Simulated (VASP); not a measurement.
**Cr: single point with PBE**

Cr:

```
Cr
1.0
     2.96890    0.00000    0.00000
     0.00000    2.96890    0.00000
     0.00000    0.00000    5.93780
Cr
4
Direct
  0.00000 0.00000 0.00000
  0.00000 0.00000 0.50000
  0.50000 0.50000 0.25000
  0.50000 0.50000 0.75000
```

- Program: VASP 6.6.1
- Task: single point
- Functional: PBE
- Potentials or basis: VASP PAW PBE potentials, release 64 (Cr_pv)
- Cutoff: 520 eV
- k mesh: 10 × 10 × 5
- Occupations: fermi-dirac, width 0.05 eV
- Spin: collinear spin, ferromagnetic start
- Starting moments: [3.0, 3.0, 3.0, 3.0] μB
- Dipole correction: no
- Further INCAR settings: ALGO = Normal; EDIFF = 1e-06; NBANDS = 36

```json
{"Pressure": "-24.9 GPa", "Band gap on the k mesh": "zero (filled and empty bands overlap)", "Net moment": "0.00 μB per cell", "Valence electrons inside the program's atomic spheres": "Cr 10.81"}
```

Levels at points of the mesh, in eV from the Fermi level:
Spin up:
| k point | band 21 | band 22 | band 23 | band 24 | band 25 | band 26 | band 27 | band 28 |
| --- | --- | --- | --- | --- | --- | --- | --- | --- |
| (0.00, 0.00, 0.00) | -0.76 | -0.76 | -0.34 | -0.34 | -0.34 | -0.34 | 0.58 | 0.58 |
| (0.50, 0.00, 0.00) | -0.34 | -0.34 | -0.34 | -0.34 | 0.58 | 0.58 | 0.88 | 0.88 |
| (0.50, 0.50, 0.00) | -2.02 | -2.02 | 0.88 | 0.88 | 0.96 | 0.96 | 1.25 | 1.25 |
Spin down:
```tsv
k point	band 22	band 23	band 24	band 25	band 26	band 27
(0.00, 0.00, 0.00)	-0.76	-0.34	-0.34	-0.34	-0.34	0.58
(0.50, 0.00, 0.00)	-0.34	-0.34	-0.34	0.58	0.58	0.88
(0.50, 0.50, 0.00)	-2.02	0.88	0.88	0.96	0.96	1.25
```

Wall time 76 s on 1 thread of Intel(R) Xeon(R) 6975P-C (Granite Rapids), on a shared host, peak memory 0.29 GiB.

Caveat: the cell stands under tension; the moments typed at the start vanished in this run.
